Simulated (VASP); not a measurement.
# B (Ia-3d) in VASP: further runs, part 3 of 3

VASP 6.6.1. Earlier steps stand in the parts before.

## (5) Relaxation of cell and atoms, PBE

This run uses another cell than the first one, of 6.88 Å³/atom, 0.885 times its volume.

Contents of INCAR:

```
  PREC = Accurate
  ENCUT = 600
  EDIFF = 1E-7
  ISMEAR = 0
  SIGMA = 0.1
  LREAL = F
  LASPH = T
  NELM = 100
  ALGO = Normal
  ISIF = 3
  LWAVE = F
  LCHARG = F
  GGA = PE
  IBRION = 2
  NSW = 90
  EDIFFG = -0.04
```

Contents of KPOINTS:

```
regular mesh
0
Gamma
  4 4 4
```

Contents of POSCAR:

```
B
1.0
   -2.7434285100      2.7434285100      2.7434285100
    2.7434285100     -2.7434285100      2.7434285100
    2.7434285100      2.7434285100     -2.7434285100
B
12
Direct
    0.1250000000      0.7500000000      0.8750000000
    0.7500000000      0.3750000000      0.6250000000
    0.6250000000      0.3750000000      0.2500000000
    0.7500000000      0.8750000000      0.1250000000
    0.1250000000      0.8750000000      0.2500000000
    0.2500000000      0.1250000000      0.8750000000
    0.8750000000      0.1250000000      0.7500000000
    0.3750000000      0.6250000000      0.7500000000
    0.3750000000      0.2500000000      0.6250000000
    0.8750000000      0.2500000000      0.1250000000
    0.2500000000      0.6250000000      0.3750000000
    0.6250000000      0.7500000000      0.3750000000
```

Potentials or basis: VASP PAW PBE potentials, release 64 (B).

On the command line:

```bash
$ cat potpaw_PBE.64/B/POTCAR > POTCAR
$ mpirun -np 1 vasp_std > vasp.out
```

OUTCAR:

```text
PREC = Accurate
   ENCUT = 600
   EDIFF = 1E-7
   ISMEAR = 0
   LREAL = F
   LASPH = T
   NELM = 100
   ISIF = 3
   GGA = PE
   IBRION = 2
   NSW = 90
   EDIFFG = -0.04

 ion  position               nearest neighbor table
   1  0.125  0.750  0.875-   2 1.68   5 1.68   6 1.68   8 1.68
   2  0.750  0.375  0.625-   1 1.68   3 1.68   7 1.68   9 1.68
   3  0.625  0.375  0.250-   2 1.68   6 1.68  10 1.68  12 1.68
   4  0.750  0.875  0.125-   5 1.68   8 1.68  10 1.68  12 1.68
   5  0.125  0.875  0.250-   1 1.68   4 1.68   9 1.68  11 1.68
   6  0.250  0.125  0.875-   1 1.68   3 1.68   7 1.68   9 1.68
   7  0.875  0.125  0.750-   2 1.68   6 1.68  10 1.68  12 1.68
   8  0.375  0.625  0.750-   1 1.68   4 1.68   9 1.68  11 1.68
   9  0.375  0.250  0.625-   2 1.68   5 1.68   6 1.68   8 1.68
  10  0.875  0.250  0.125-   3 1.68   4 1.68   7 1.68  11 1.68
  11  0.250  0.625  0.375-   5 1.68   8 1.68  10 1.68  12 1.68
  12  0.625  0.750  0.375-   3 1.68   4 1.68   7 1.68  11 1.68

  LATTYP: Found a body centered cubic cell.
 ALAT       =     5.4868570200

  Lattice vectors:

 A1 = (  -2.7434285100,   2.7434285100,   2.7434285100)
 A2 = (   2.7434285100,  -2.7434285100,   2.7434285100)
 A3 = (   2.7434285100,   2.7434285100,  -2.7434285100)

Analysis of symmetry for initial positions (statically):
=====================================================================
 Subroutine PRICEL returns:
 Original cell was already a primitive cell.

 Routine SETGRP: Setting up the symmetry group for a
 body centered cubic supercell.

 Subroutine GETGRP returns: Found 48 space group operations
 (whereof  6 operations were pure point group operations)
 out of a pool of 48 trial point group operations.

The static configuration has the point symmetry S_6 .
 The point group associated with its full space group is O_h .

Analysis of symmetry for dynamics (positions and initial velocities):
=====================================================================
 Subroutine PRICEL returns:
 Original cell was already a primitive cell.

 Routine SETGRP: Setting up the symmetry group for a
 body centered cubic supercell.

 Subroutine GETGRP returns: Found 48 space group operations
 (whereof  6 operations were pure point group operations)
 out of a pool of 48 trial point group operations.

The dynamic configuration has the point symmetry S_6 .
 The point group associated with its full space group is O_h .

 Subroutine INISYM returns: Found 48 space group operations
 (whereof  6 operations are pure point group operations),
 and found     1 'primitive' translations

----------------------------------------------------------------------------------------

                                     Primitive cell

  volume of cell :      82.5926

  direct lattice vectors                    reciprocal lattice vectors
    -2.743428510  2.743428510  2.743428510     0.000000000  0.182253701  0.182253701
     2.743428510 -2.743428510  2.743428510     0.182253701  0.000000000  0.182253701
     2.743428510  2.743428510 -2.743428510     0.182253701  0.182253701  0.000000000

  length of vectors
     4.751757566  4.751757566  4.751757566     0.257745656  0.257745656  0.257745656

  position of ions in fractional coordinates (direct lattice)
     0.125000000  0.750000000  0.875000000
     0.750000000  0.375000000  0.625000000
[... 38 lines left out ...]
     0.045563425  0.000000000  0.045563425     0.000000000  0.250000000  0.000000000
     0.045563425  0.045563425  0.000000000     0.000000000  0.000000000  0.250000000

  Length of vectors
     0.064436414  0.064436414  0.064436414

  Shift w.r.t. Gamma in fractional coordinates (k-lattice)
     0.000000000  0.000000000  0.000000000

 Subroutine IBZKPT returns following result:
 ===========================================

 Found      8 irreducible k-points:

 Following reciprocal coordinates:
            Coordinates               Weight
  0.000000  0.000000  0.000000      1.000000
  0.250000  0.000000  0.000000     12.000000
  0.500000  0.000000  0.000000      6.000000
  0.250000  0.250000  0.000000     24.000000
  0.250000  0.250000  0.250000      2.000000
 -0.250000  0.250000  0.250000      6.000000
  0.500000  0.500000  0.250000     12.000000
  0.500000  0.500000  0.500000      1.000000
   k-points           NKPTS =      8   k-points in BZ     NKDIM =      8   number of bands    NBANDS=     25
   number of dos      NEDOS =    301   number of ions     NIONS =     12
   total plane-waves  NPLWV =  64000
   dimension x,y,z NGX =    40 NGY =   40 NGZ =   40
   dimension x,y,z NGXF=    80 NGYF=   80 NGZF=   80
   ions per type =              12
   NGX,Y,Z   is equivalent  to a cutoff of  13.99, 13.99, 13.99 a.u.
   NGXF,Y,Z  is equivalent  to a cutoff of  27.99, 27.99, 27.99 a.u.
 SYSTEM =  unknown system
   PREC   = accura    normal or accurate (medium, high low for compatibility)
   ISTART =      0    job   : 0-new  1-cont  2-samecut
   ICHARG =      2    charge: 1-file 2-atom 10-const
   ISPIN  =      1    spin polarized calculation?
   LNONCOLLINEAR =      F non collinear calculations
   LSORBIT =      F    spin-orbit coupling
   LASPH  =      T    aspherical Exc in radial PAW
   ENCUT  =  600.0 eV  44.10 Ry    6.64 a.u.   9.49  9.49  9.49*2*pi/ulx,y,z
   NELM   =    100;   NELMIN=  2; NELMDL= -5     # of ELM steps
   EDIFF  = 0.1E-06   stopping-criterion for ELM
   LREAL  =      F    real-space projection
   EDIFFG = -.4E-01   stopping-criterion for IOM
   NSW    =     90    number of steps for IOM
   IBRION =      2    ionic relax: 0-MD 1-quasi-New 2-CG
   NFREE  =      1    steps in history (QN), initial steepest desc. (CG)
   ISIF   =      3    stress and relaxation
   ISYM   =      2    0-nonsym 1-usesym 2-fastsym
   POTIM  = 0.5000    time-step for ionic-motion
   TEBEG  =    0.0;   TEEND  =   0.0 temperature during run
   PSTRESS=    0.0 pullay stress
   NELECT =      36.0000    total number of electrons
   NUPDOWN=      -1.0000    fix difference up-down
   EMIN   =  10.00;   EMAX   =-10.00  energy-range for DOS
   EFERMI =   0.00;   METHOD = LEGACY
   ISMEAR =     0;   SIGMA  =   0.10  broadening in eV -4-tet -1-fermi 0-gaus
   EFERMI_NEDOS =   21; number of points for ismear=-14 and -15
   IALGO  =     38    algorithm
   IMIX   =      4    mixing-type and parameters
     AMIX     =   0.40;   BMIX     =  1.00
     AMIX_MAG =   1.60;   BMIX_MAG =  1.00
  volume/ion in A,a.u.               =       6.88        46.45
  Fermi-wavevector in a.u.,A,eV,Ry     =   1.241258  2.345637 20.962784  1.540721
  Thomas-Fermi vector in A             =   2.375663
   LORBIT       =      0    0 simple, 1 ext, 2 COOP (PROOUT), +10 PAW based schemes
   GGA     = PE    functional components
   LHFCALC =     F    Hartree Fock is set to
   AEXX    =    0.0000 exact exchange contribution
   IVDW    =     0    specifies the selected vdW correction
   LEPSILON=     F    determine dielectric tensor
   LRPA    =     F    only Hartree local field effects (RPA)
 conjugate gradient relaxation of ions
 non-spin polarized calculation
 Gauss-broadening in eV      SIGMA  =   0.10
  energy-cutoff  :      600.00
  volume of cell :       82.59
 maximum number of plane-waves:      2779
 NGX is ok and might be reduce to    40
   NGX = 19   NGY = 19   NGZ = 19

--------------------------------------- Ionic step        1  -------------------------------------------

 number of electron      36.0000001 magnetization

 Free energy of the ion-electron system (eV)
  ---------------------------------------------------
  ext. energy  EPLUGINS =         0.00000000
  ---------------------------------------------------
  free energy    TOTEN  =       -69.44566224 eV

  energy without entropy =      -69.42859342  energy(sigma->0) =      -69.43712783

------------------------ aborting loop because EDIFF is reached ----------------------------------------

  FORCE on cell =-STRESS in cart. coord.  units (eV):
  Direction    XX          YY          ZZ          XY          YZ          ZX
  --------------------------------------------------------------------------------------
  -------------------------------------------------------------------------------------
  Total       14.7921404     14.7921404     14.7921404     -0.0000000     -0.0000000     -0.0000000
  in kB      286.9463263    286.9463263    286.9463263     -0.0000000     -0.0000000     -0.0000000
  external PRESSURE =     286.9463263 kB  Pullay stress =       0.0000000 kB
[... 79 lines left out ...]
--------------------------------------- Ionic step        3  -------------------------------------------

 number of electron      35.9999998 magnetization

 Free energy of the ion-electron system (eV)
  ---------------------------------------------------
  ext. energy  EPLUGINS =         0.00000000
  ---------------------------------------------------
  free energy    TOTEN  =       -70.30767813 eV

  energy without entropy =      -70.28680970  energy(sigma->0) =      -70.29724391

 E-fermi :   5.2629     XC(G=0): -11.5266

 val. band max:        5.2482081570   @ k =   0.5000   0.0000   0.0000
 cond. band min:       5.2772400748   @ k =  -0.2500   0.2500   0.2500
 fundamental gap:      0.0290319178
 Fermi energy:         5.2628942187

 k-point     1 :       0.0000    0.0000    0.0000
  band No.  band energies     occupation
      1      -8.9888      2.00000
      2      -2.5713      2.00000
      3      -2.5713      2.00000
      4      -2.5713      2.00000
      5      -2.1940      2.00000
      6      -2.1940      2.00000
[... 252 lines left out ...]
  FREE ENERGIE OF THE ION-ELECTRON SYSTEM (eV)
  ---------------------------------------------------
  free  energy   TOTEN  =       -70.3076781270 eV

  energy  without entropy=      -70.2868097015  energy(sigma->0) =      -70.29724391

 reached required accuracy - stopping structural energy minimisation
```

Run time: 51 s. Hardware: 1 thread of Intel Xeon Platinum 8259CL at 2.50GHz (Skylake/Cascade Lake), shared host; peak memory 0.22 GiB.

Results:

- Free energy: -70.3077 eV
- Relaxed volume: 7.76 Å³/atom
- Relaxed cell: a = 4.945 Å, b = 4.945 Å, c = 4.945 Å, α = 109.47°, β = 109.47°, γ = 109.47°
- Space group after relaxing (to 0.05 Å): Ia-3d (No. 230)
- Energy gained by relaxing: 71.8 meV/atom
- Ionic steps: 3
- Pressure after relaxing: 0.1 GPa
- Band gap on the k mesh: zero (band 18 reaches 5.92 eV, above the bottom of band 19 at 4.73 eV)

The path:
```
step  energy change (eV)  largest force (eV/Å)  pressure (GPa)  volume (Å³)
   1              0.0000                0.0000           28.69        82.59
   2             -0.7077                0.0000           -9.33        98.22
   3             -0.8620                0.0000            0.07        93.11
```

Final structure:
```
B
1.0
    -2.85522    2.85522    2.85522
     2.85522   -2.85522    2.85522
     2.85522    2.85522   -2.85522
B
12
Direct
  0.12500 0.75000 0.87500
  0.75000 0.37500 0.62500
  0.62500 0.37500 0.25000
  0.75000 0.87500 0.12500
  0.12500 0.87500 0.25000
  0.25000 0.12500 0.87500
  0.87500 0.12500 0.75000
  0.37500 0.62500 0.75000
  0.37500 0.25000 0.62500
  0.87500 0.25000 0.12500
  0.25000 0.62500 0.37500
  0.62500 0.75000 0.37500
```

Caveat: the k points lie up to 0.39 Å⁻¹ apart in the final cell.

## (6) Single point, PBE

This run uses another cell than the first one, of 6.88 Å³/atom, 0.885 times its volume.

Contents of INCAR:

```
SYSTEM = B
PREC = Accurate
ENCUT = 520
EDIFF = 1E-6
ISMEAR = 0
SIGMA = 0.1
LREAL = .False.
LASPH = .True.
NELM = 100
ALGO = Normal
ISIF = 2
LWAVE = .False.
LCHARG = .False.
GGA = PE
NBANDS = 30
```

Contents of KPOINTS:

```
regular mesh
0
Gamma
  4 4 4
  0 0 0
```

POSCAR is that of step 5.

Potentials or basis: VASP PAW PBE potentials, release 64 (B).

On the command line:

```bash
$ cat potpaw_PBE.64/B/POTCAR > POTCAR
$ mpirun -np 1 vasp_std > vasp.out
```

It took 29 s on 1 thread of Intel Xeon 8259CL, shared host; peak memory 0.19 GiB.

It converged, with:

- Free energy: -69.4333 eV
- Pressure: 28.7 GPa
- Band gap on the k mesh: zero (band 18 reaches 7.08 eV, above the bottom of band 19 at 5.81 eV)

Levels at points of the mesh, in eV from the Fermi level:
| k point | band 13 | band 14 | band 15 | band 16 | band 17 | band 18 | band 19 | band 20 | band 21 | band 22 |
| --- | --- | --- | --- | --- | --- | --- | --- | --- | --- | --- |
| (0.00, 0.00, 0.00) | -5.66 | -2.19 | -2.19 | -2.19 | 0.57 | 0.57 | 2.38 | 2.38 | 2.38 | 3.12 |
| (0.50, 0.00, 0.00) | -3.20 | -3.20 | -1.72 | -1.72 | -1.16 | -1.16 | -0.07 | -0.07 | 1.86 | 1.86 |
| (0.50, 0.50, 0.50) | -3.93 | -3.93 | -1.18 | -1.18 | -1.18 | -1.18 | 2.00 | 2.00 | 2.00 | 2.00 |

Caveat: the k points lie up to 0.40 Å⁻¹ apart.

## (7) Overview

```csv
task,cell,k mesh,cutoff (eV),gap on the mesh (eV),pressure (GPa),relaxed volume (Å³/atom)
single point,"a = 4.949 Å, angles 109.5°, 12 atoms",10 × 10 × 10,520,none,0.0,-
relaxation of cell and atoms,"relaxed from a = 4.946 Å, angles 109.5°, 12 atoms",10 × 10 × 10,600,none,-0.2,7.78
single point,"a = 4.946 Å, angles 109.5°, 12 atoms",4 × 4 × 4,520,none,0.0,-
relaxation of cell and atoms,"relaxed from a = 4.752 Å, angles 109.5°, 12 atoms",4 × 4 × 4,600,none,0.1,7.76
single point,"a = 4.752 Å, angles 109.5°, 12 atoms",4 × 4 × 4,520,none,28.7,-
```

Alike in all rows: level PBE; potentials or basis VASP PAW PBE potentials, release 64 (B); no spin polarisation; smearing gaussian 0.1 eV.

Caveats: some runs use coarse meshes.

Absolute energies hang on the potentials; compare differences alone.
